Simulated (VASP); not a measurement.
A run of VASP 6.6.1 is set up as follows.

The input INCAR:

```
SYSTEM = TiAl3
ALGO     = Normal         ! electronic algorithm
EDIFF    = 1E-6           ! SCF threshold, eV
ENCUT    = 500            ! plane-wave cutoff, eV
GGA      = PS             ! functional
GGA_COMPAT= .FALSE.      
ISIF     = 2              ! what is computed and relaxed
ISMEAR   = 1              ! smearing method
LASPH    = .TRUE.         ! aspherical terms in the spheres
LCHARG   = .FALSE.        ! write CHGCAR
LREAL    = .FALSE.        ! projectors in reciprocal space
LWAVE    = .FALSE.        ! write WAVECAR
NBANDS   = 56             ! bands
NELM     = 120            ! most SCF steps
PREC     = Accurate       ! precision mode
SIGMA    = 0.1            ! smearing width, eV
```

File KPOINTS:

```
k-points
0
G
  2 2 4
  0 0 0
```

File POSCAR:

```
TiAl3
1.0
    7.9113420000      0.0000000000      0.0000000000
    0.0000000000      7.9113420000      0.0000000000
    0.0000000000      0.0000000000      3.9556710000
Ti Al
4 12
Direct
    0.0000000000      0.0000000000      0.0000000000
    0.0000000000      0.5000000000      0.0000000000
    0.5000000000      0.0000000000      0.0000000000
    0.5000000000      0.5000000000      0.0000000000
    0.2500000000      0.2500000000      0.0000000000
    0.2500000000      0.0000000000      0.5000000000
    0.0000000000      0.2500000000      0.5000000000
    0.2500000000      0.7500000000      0.0000000000
    0.2500000000      0.5000000000      0.5000000000
    0.0000000000      0.7500000000      0.5000000000
    0.7500000000      0.2500000000      0.0000000000
    0.7500000000      0.0000000000      0.5000000000
    0.5000000000      0.2500000000      0.5000000000
    0.7500000000      0.7500000000      0.0000000000
    0.7500000000      0.5000000000      0.5000000000
    0.5000000000      0.7500000000      0.5000000000
```

Potentials or basis: VASP PAW PBE potentials, release 64 (Ti_sv, Al).

The run is started by

```console
$ cat potpaw_PBE.64/Ti_sv/POTCAR potpaw_PBE.64/Al/POTCAR > POTCAR
$ mpirun -np 1 vasp_std > vasp.out
```

Problem. Predict the band gap on the k mesh.

Solution. Zero (bands 42 and 43 overlap by 0.94 eV).

Problem. What does it give for the pressure?

Solution. -0.5 GPa.

Caveat: the k points lie up to 0.40 Å⁻¹ apart, too coarse for converged energies and pressures of a metal; the PAW data sets were made with another functional, which shifts forces and pressure a little.
